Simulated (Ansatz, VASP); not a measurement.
# AlN: VASP beside Ansatz

```
CELL_PARAMETERS angstrom
3.28989 0.00000 0.00000
-1.64494 2.84912 0.00000
0.00000 0.00000 4.15946
ATOMIC_POSITIONS crystal
Al 0.66667 0.33333 0.25000
Al 0.33333 0.66667 0.75000
N 0.66667 0.33333 0.75000
N 0.33333 0.66667 0.25000
```

Alike in both runs: task single point; functional LDA; k mesh 9 × 9 × 7; occupations fermi-dirac, width 0.05 eV; no spin polarisation.

```csv
,VASP,Ansatz
version,VASP 6.6.1,Ansatz 0.2.0
potentials or method,"VASP PAW LDA potentials, release 64 (Al, N)",Ansatz PAW
plane-wave cutoff (eV),520,420
valence electrons in the cell,16,16
```

|  | VASP | Ansatz | Ansatz less VASP |
| --- | --- | --- | --- |
| gap on the k mesh at the Fermi level (eV) | 3.44 | 3.43 | -0.010 |
| least direct gap on the mesh (eV) | 3.44 | 3.43 | -0.010 |
| pressure (GPa) | -4.1 | -4.7 | -0.55 |
| traceless stress, the component that is largest in VASP (GPa) | -0.92 | -0.70 | +0.216 |

LDA's correlation is that of Perdew and Zunger in VASP and of Perdew and Wang (1992) in Ansatz.

Noted on Ansatz's run: odd divisions of the mesh miss points on the zone boundary, where band edges often lie, so the gap on the mesh can be too wide.
